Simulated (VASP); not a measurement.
**BeS: elastic constants with PBE**

BeS:

```
CELL_PARAMETERS angstrom
0.00000 2.43801 2.43801
2.43801 0.00000 2.43801
2.43801 2.43801 0.00000
ATOMIC_POSITIONS crystal
Be 0.00000 0.00000 0.00000
S 0.25000 0.25000 0.25000
```

```json
{
  "Program": "VASP 6.6.1",
  "Task": "elastic constants",
  "Functional": "PBE",
  "Potentials or basis": "VASP PAW PBE potentials, release 64 (Be, S)",
  "Cutoff": "600 eV",
  "k mesh": "8 × 8 × 8",
  "Occupations": "gaussian, width 0.01 eV",
  "Spin": "no spin polarisation",
  "Dipole correction": "no",
  "Ions in elastic constants": "relaxed",
  "Further INCAR settings": "ALGO = Normal; EDIFF = 1e-08; IBRION = 6; POTIM = 0.015; NSW = 1; ISIF = 3"
}
```

```json
{
  "Elastic constants C11, C12, C44": "157, 61, 82 GPa",
  "Voigt bulk modulus": "93 GPa",
  "Highest phonon frequency at Γ, LO-TO splitting left out": "557 cm⁻¹"
}
```

Phonon frequencies in cm⁻¹ (negative: imaginary):
```tsv
q point	frequencies
(0.000, 0.000, 0.000)	0 0 0 557 557 557
```

Elastic tensor in Voigt notation (GPa, in the Cartesian axes of the cell as first typed):
```
157  61  61   0   0   0
 61 157  61   0   0   0
 61  61 157   0   0   0
  0   0   0  82   0   0
  0   0   0   0  82   0
  0   0   0   0   0  82
```

Clamped-ion elastic tensor (GPa):
```
157  61  61   0   0   0
 61 157  61   0   0   0
 61  61 157   0   0   0
  0   0   0  93   0   0
  0   0   0   0  93   0
  0   0   0   0   0  93
```

Wall time 2.3 min on 1 thread of Intel(R) Xeon(R) 6975P-C (Granite Rapids) (shared host), peak memory 0.23 GiB.
